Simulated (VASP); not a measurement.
Write the native input for VASP 6.6.1 that does the following.

* Task: single point
* Functional: PBE
* Potentials or basis: VASP PAW PBE potentials, release 64 (Y_sv)
* Cutoff: 520 eV
* k mesh: 12 × 12 × 7
* Occupations: fermi-dirac, width 0.08 eV
* Spin: no spin polarisation
* Dipole correction: no
* Further INCAR settings: ALGO = Normal; EDIFF = 1e-06; NBANDS = 18

The structure of Y lies in POSCAR:

```
Y
1.0
    3.6995507901      0.0000000000      0.0000000000
   -1.8497753950      3.2039049668      0.0000000000
    0.0000000000      0.0000000000      5.8230323575
Y
2
Direct
    0.3333333333      0.6666666667      0.2500000000
    0.6666666667      0.3333333333      0.7500000000
```

The input as run:

INCAR

```
SYSTEM = Y
PREC = Accurate ; ENCUT = 520
EDIFF = 1E-6 ; ISMEAR = -1
SIGMA = 0.08 ; LREAL = .FALSE.
LASPH = .TRUE. ; NELM = 60
ALGO = Normal ; ISIF = 2
LWAVE = .FALSE. ; LCHARG = .TRUE.
GGA = PE ; LELF = .TRUE.
LVHAR = .TRUE. ; NBANDS = 18
```

KPOINTS

```
regular mesh
0
G
  12 12 7
  0 0 0
```

Potentials or basis: VASP PAW PBE potentials, release 64 (Y_sv).

The run is started by

```console
$ cat potpaw_PBE.64/Y_sv/POTCAR > POTCAR
$ mpirun -np 1 vasp_std > vasp.out
```

It gave:

The pressure is -1.9 GPa. The band gap on the k mesh is zero (bands 11 and 12 overlap by 1.20 eV).

Wall time 2.6 min on 1 thread of Intel Xeon 8259CL, with other jobs on the host, peak memory 0.25 GiB.
